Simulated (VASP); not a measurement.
Here is a VASP 6.6.1 calculation.

Contents of INCAR:

```
SYSTEM = ZnS
PREC = Accurate ; ENCUT = 520
EDIFF = 1E-6 ; ISMEAR = -1
SIGMA = 0.02 ; LREAL = .False.
LASPH = .True. ; NELM = 60
ALGO = Normal ; ISIF = 2
LWAVE = .False. ; LCHARG = .False.
GGA = PE ; NBANDS = 26
```

File KPOINTS:

```
regular mesh
0
Gamma
  13 13 7
  0 0 0
```

Contents of POSCAR:

```
ZnS
1.0
    3.7446638178      0.0000000000      0.0000000000
   -1.8723319089      3.2429739948      0.0000000000
    0.0000000000      0.0000000000      6.1328947508
Zn S
2 2
Direct
    0.3333333333      0.6666666667      0.0000000000
    0.6666666667      0.3333333333      0.5000000000
    0.3333333333      0.6666666667      0.3748000000
    0.6666666667      0.3333333333      0.8748000000
```

Potentials or basis: VASP PAW PBE potentials, release 64 (Zn, S).

Run with:

```sh
$ cat potpaw_PBE.64/Zn/POTCAR potpaw_PBE.64/S/POTCAR > POTCAR
$ mpirun -np 1 vasp_std > vasp.out
```

Task: Estimate the largest force.

Result: 0.020 eV/Å.

Task: Predict the band gap on the k mesh.

Result: 2.46 eV.

Task: What does it give for the pressure?

Result: 6.9 GPa.

Forces on the atoms (eV/Å):
```
Zn   0.000  0.000  0.020
Zn   0.000  0.000  0.020
S    0.000  0.000 -0.020
S    0.000  0.000 -0.020
```

Caveat: the cell stands under pressure; an odd mesh through Γ misses points on the zone boundary, where band edges can lie.
